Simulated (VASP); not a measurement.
Write the native input for VASP 6.6.1 that does the following.

* Task: relaxation of cell and atoms
* Functional: PBE
* Potentials or basis: VASP PAW PBE potentials, release 64 (Be, Rh_pv, S)
* Cutoff: 600 eV
* k mesh: 4 × 4 × 4
* Occupations: gaussian, width 0.1 eV
* Spin: collinear spin, ferromagnetic start
* Starting moments: [0.0, 1.0, 0.0, 0.0, 0.0] μB
* Dipole correction: no
* Further INCAR settings: ALGO = Normal; EDIFF = 1e-06; IBRION = 2; EDIFFG = -0.04; NSW = 90; ISIF = 3

The structure of BeRhS3 lies in POSCAR:

```
BeRhS3
1.0
    4.2144897100      0.0000000000      0.0000000000
    0.0000000000      4.2144897100      0.0000000000
    0.0000000000      0.0000000000      4.2144897100
Be Rh S
1 1 3
Direct
    0.0000000000      0.0000000000      0.0000000000
    0.5000000000      0.5000000000      0.5000000000
    0.0000000000      0.5000000000      0.5000000000
    0.5000000000      0.0000000000      0.5000000000
    0.5000000000      0.5000000000      0.0000000000
```

The cell was built from a structure type or drawn by symmetry, and may not be a known phase.

These files were run (other wordings do the same):

INCAR

```
SYSTEM = BeRhS3
  PREC = Accurate
  ENCUT = 600
  EDIFF = 1E-6
  ISMEAR = 0
  SIGMA = 0.1
  LREAL = .False.
  LASPH = .True.
  NELM = 150
  ALGO = Normal
  ISIF = 3
  LWAVE = .False.
  LCHARG = .False.
  ISPIN = 2
  MAGMOM = 0 1 0 0 0
  LORBIT = 11
  LMAXMIX = 4
  GGA = PE
  IBRION = 2
  NSW = 90
  EDIFFG = -0.04
```

KPOINTS

```
Automatic mesh
0
Gamma
  4 4 4
  0 0 0
```

Potentials or basis: VASP PAW PBE potentials, release 64 (Be, Rh_pv, S).

Command:

```console
$ cat potpaw_PBE.64/Be/POTCAR potpaw_PBE.64/Rh_pv/POTCAR potpaw_PBE.64/S/POTCAR > POTCAR
$ mpirun -np 1 vasp_std > vasp.out
```

It gave:

```json
{
 "Relaxed volume": "19.85 Å³/atom",
 "Relaxed cell": "a = 4.630 Å, b = 4.630 Å, c = 4.630 Å, α = 90.00°, β = 90.00°, γ = 90.00°",
 "Space group after relaxing (to 0.1 Å)": "Pm-3m (No. 221)",
 "Energy gained by relaxing": "484.3 meV/atom",
 "Ionic steps": "3",
 "Pressure after relaxing": "-0.2 GPa",
 "Net moment": "0.00 μB per cell",
 "Valence electrons inside the program's atomic spheres": "Be 0.48; Rh 13.87; S 3.62"
}
```

Caveat: the k points lie up to 0.34 Å⁻¹ apart in the final cell; the volume moved by over 15 % at a fixed basis, so the end points are rough.

Wall time 62 s on 1 thread of Intel(R) Xeon(R) 6975P-C (Granite Rapids), on a shared host, peak memory 0.26 GiB.
